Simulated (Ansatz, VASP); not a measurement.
# Two plane-wave programs on BP

POSCAR

```
BP
1.0
    0.0000000000      2.2683156689      2.2909988256
    2.2683156689      0.0000000000      2.2909988256
    2.2683156689      2.2683156689      0.0000000000
B P
1 1
Direct
    0.0000000000      0.0000000000      0.0000000000
    0.2500000000      0.2500000000      0.2500000000
```

Contents of INCAR.step1:

```
PREC     = Accurate       # precision mode
ENCUT    = 520            # plane-wave cutoff, eV
ISMEAR   = 0              # smearing method
SIGMA    = 0.01           # smearing width, eV
LREAL    = F              # projectors in reciprocal space
LASPH    = T              # aspherical terms in the spheres
NELM     = 100            # most SCF steps
NBANDS   = 11             # bands
GGA      = PE             # functional
ALGO     = Normal         # electronic algorithm
EDIFF    = 1E-4           # SCF threshold, eV
LWAVE    = T              # write WAVECAR
LCHARG   = F              # write CHGCAR
```

INCAR.step2

```
PREC     = Accurate       # precision mode
ENCUT    = 520            # plane-wave cutoff, eV
EDIFF    = 1E-7           # SCF threshold, eV
ISMEAR   = 0              # smearing method
SIGMA    = 0.01           # smearing width, eV
LREAL    = F              # projectors in reciprocal space
LASPH    = T              # aspherical terms in the spheres
NELM     = 100            # most SCF steps
ALGO     = Normal         # electronic algorithm
ISIF     = 2              # what is computed and relaxed
LWAVE    = F              # write WAVECAR
LCHARG   = F              # write CHGCAR
METAGGA  = R2SCAN         # meta-GGA
LMIXTAU  = T            
NBANDS   = 11             # bands
ISTART   = 1
```

File KPOINTS:

```
regular mesh
0
Gamma
  10 10 10
```

Input for Ansatz:

```yaml
crystal:
  lattice:
    - [0.0, 2.2683156689, 2.2909988256]
    - [2.2683156689, 0.0, 2.2909988256]
    - [2.2683156689, 2.2683156689, 0.0]
  atoms:
    - { symbol: B, position: [0.0, 0.0, 0.0] }
    - { symbol: P, position: [0.25, 0.25, 0.25] }
kpoints:
  mp_grid: { grid: [10, 10, 10] }
  band_path:
    path:
      - [0.0, 0.0, 0.0]
      - [-0.5, -0.5, 0.0]
      - [-0.375, -0.375, 0.25]
      - [-0.375, 0.0, 0.375]
      - [0.0, 0.0, 0.5]
      - [-0.5, -0.25, 0.25]
      - [0.0, 0.411458, 0.411458]
    npoints: 1
hamiltonian:
  xc: r2scan
scf:
  occupations: { method: fixed }
  n_extra_bands: 4
output:
  forces: true
  stress: true
  eigenvalues: true
```

Change from the starting cell: uniaxial_z strain +1.0%.

Alike in both runs: task single point; functional r2SCAN; k mesh 10 × 10 × 10; no spin polarisation.

|  | VASP | Ansatz |
| --- | --- | --- |
| version | VASP 6.6.1 | Ansatz 0.2.0 |
| potentials or method | VASP PAW PBE potentials, release 64 (B, P) | plane waves, PAW |
| plane-wave cutoff (eV) | 520 | 500 |
| occupations | gaussian, width 0.01 eV | fixed |
| valence electrons in the cell | 8 | 8 |

```csv
,VASP,Ansatz,Ansatz less VASP
gap on the k mesh at the Fermi level (eV),1.38,1.35,-0.030
pressure (GPa),-2.2,-1.7,+0.49
"traceless stress, the component that is largest in VASP (GPa)",-1.93,-1.92,+0.009
```

VASP's potentials were made for PBE, not for r2SCAN.
